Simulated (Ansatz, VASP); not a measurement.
## TiZn3: VASP beside Ansatz

```xyz
4
Lattice="3.9715 0.0000 0.0000 0.0000 3.9715 0.0000 0.0000 0.0000 3.9322" Properties=species:S:1:pos:R:3 pbc="T T T"
Ti    0.0000    0.0000    0.0000
Zn    0.0000    1.9858    1.9661
Zn    1.9858    0.0000    1.9661
Zn    1.9858    1.9858    0.0000
```

Change from the starting cell: equal xx and yy strain of +1 %.

Alike in both runs: task single point; functional LDA; k mesh 9 × 9 × 9; occupations fermi-dirac, width 0.05 eV; no spin polarisation.

|  | VASP | Ansatz |
| --- | --- | --- |
| version | VASP 6.6.1 | Ansatz 0.2.0 |
| potentials or method | VASP PAW LDA potentials, release 64 (Ti_sv, Zn), cutoff 520 eV | all-electron LAPW, scalar-relativistic |

```tsv
	VASP	Ansatz	Ansatz less VASP
pressure (GPa)	-10.9	-11.4	-0.42
traceless stress, the component that is largest in VASP (GPa)	0.11	0.10	-0.006
```

LDA's correlation is that of Perdew and Zunger in VASP and of Perdew and Wang (1992) in Ansatz. Ansatz ran all-electron here, and VASP with PAW potentials.
